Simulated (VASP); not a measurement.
A run of VASP 6.6.1:

INCAR

```
SYSTEM = ZrN
PREC = Accurate
ENCUT = 600
EDIFF = 1E-8
ISMEAR = -1
SIGMA = 0.15
LREAL = .FALSE.
LASPH = .TRUE.
NELM = 120
ALGO = Normal
ISIF = 3
LWAVE = .FALSE.
LCHARG = .FALSE.
GGA = PS
NBANDS = 16
IBRION = 6
NFREE = 2
POTIM = 0.015
NSW = 1
GGA_COMPAT = .FALSE.
```

KPOINTS

```
regular mesh
0
G
  16 16 16
  0 0 0
```

The input POSCAR:

```
ZrN
1.0
    0.0000000000      2.2553468967      2.2553468967
    2.2553468967      0.0000000000      2.2553468967
    2.2553468967      2.2553468967      0.0000000000
Zr N
1 1
Direct
    0.0000000000      0.0000000000      0.0000000000
    0.5000000000      0.5000000000      0.5000000000
```

Potentials or basis: VASP PAW PBE potentials, release 64 (Zr_sv, N).

Command:

```console
$ cat potpaw_PBE.64/Zr_sv/POTCAR potpaw_PBE.64/N/POTCAR > POTCAR
$ mpirun -np 1 vasp_std > vasp.out
```

Hardware: 1 thread of Intel(R) Xeon(R) 6975P-C (Granite Rapids) (shared host).

Task: How long does it take, and how much memory?

Result: It took 26 min on 1 thread of Intel(R) Xeon(R) 6975P-C (Granite Rapids), with other jobs on the host, peak memory 0.85 GiB. Counts: scf iterations 171, k points 145.
